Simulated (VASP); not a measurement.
A run of VASP 6.6.1:

Contents of INCAR:

```
ALGO = Normal
EDIFF = 1E-6
ENCUT = 600
GGA = PS
GGA_COMPAT = False
ISIF = 2
ISMEAR = 0
LASPH = True
LCHARG = False
LREAL = False
LWAVE = False
NBANDS = 11
NELM = 120
PREC = Accurate
SIGMA = 0.01
```

KPOINTS

```
k-points
0
Gamma
  9 9 9
```

POSCAR

```
C
1.0
    0.0000000000      1.8268838843      1.8268838843
    1.8268838843      0.0000000000      1.8268838843
    1.8268838843      1.8268838843      0.0000000000
C
2
Direct
    0.0000000000      0.0000000000      0.0000000000
    0.2500000000      0.2500000000      0.2500000000
```

Potentials or basis: VASP PAW PBE potentials, release 64 (C).

Run with:

```sh
$ cat potpaw_PBE.64/C/POTCAR > POTCAR
$ mpirun -np 1 vasp_std > vasp.out
```

Hardware: 1 thread of Intel Xeon 8259CL, with other jobs on the host.

Question: How long does it take, and how much memory?

Answer: Run time: 8.4 s on 1 thread of Intel Xeon 8259CL, on a shared host, peak memory 0.13 GiB. Counts: scf iterations 11, k points 35.
